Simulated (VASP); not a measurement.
Wanted: the native input for a VASP 6.6.1 run.

```
Task                   : relaxation of cell and atoms
Functional             : PBEsol
Potentials or basis    : VASP PAW PBE potentials, release 64 (Ca_sv, O)
Cutoff                 : 600 eV
k mesh                 : 8 × 8 × 8
Occupations            : gaussian, width 0.1 eV
Spin                   : no spin polarisation
Dipole correction      : no
Further INCAR settings : ALGO = Normal; EDIFF = 1e-07; IBRION = 2; EDIFFG = -0.05; NSW = 100; ISIF = 3
```

The structure of CaO (sol) lies in POSCAR:

```
CaO
1.0
    0.0000000000      2.4535000000      2.4535000000
    2.4535000000      0.0000000000      2.4535000000
    2.4535000000      2.4535000000      0.0000000000
Ca O
1 1
Direct
    0.0000000000      0.0000000000      0.0000000000
    0.5000000000      0.5000000000      0.5000000000
```

One way to write it, as run:

INCAR

```
PREC     = Accurate       # precision mode
ENCUT    = 600            # plane-wave cutoff, eV
EDIFF    = 1E-7           # SCF threshold, eV
ISMEAR   = 0              # smearing method
SIGMA    = 0.1            # smearing width, eV
LREAL    = F              # projectors in reciprocal space
LASPH    = T              # aspherical terms in the spheres
NELM     = 120            # most SCF steps
ALGO     = Normal         # electronic algorithm
ISIF     = 3              # what is computed and relaxed
LWAVE    = F              # write WAVECAR
LCHARG   = F              # write CHGCAR
GGA      = PS             # functional
IBRION   = 2              # ionic algorithm
NSW      = 100            # ionic steps
EDIFFG   = -0.05          # ionic threshold
GGA_COMPAT= F            
NELMIN   = 4
```

KPOINTS

```
regular mesh
0
Gamma
  8 8 8
```

Potentials or basis: VASP PAW PBE potentials, release 64 (Ca_sv, O).

Command:

```bash
$ cat potpaw_PBE.64/Ca_sv/POTCAR potpaw_PBE.64/O/POTCAR > POTCAR
$ mpirun -np 1 vasp_std > vasp.out
```

It gave:

| Quantity | Value |
| --- | --- |
| Relaxed volume | 13.60 Å³/atom |
| Relaxed cell | a = 3.376 Å, b = 3.376 Å, c = 3.376 Å, α = 60.00°, β = 60.00°, γ = 60.00° |
| Space group after relaxing (to 0.05 Å) | Fm-3m (No. 225) |
| Energy gained by relaxing | 31.0 meV/atom |
| Ionic steps | 3 |
| Pressure after relaxing | 0.0 GPa |
| Band gap on the k mesh | 3.53 eV, indirect (least direct gap 3.90 eV) |

Caveat: the PAW data sets were made with another functional, which shifts forces and pressure a little.

Wall time 35 s on 1 thread of AMD EPYC 7R43 64-Core Processor (Zen 3), on a shared host, peak memory 0.14 GiB.
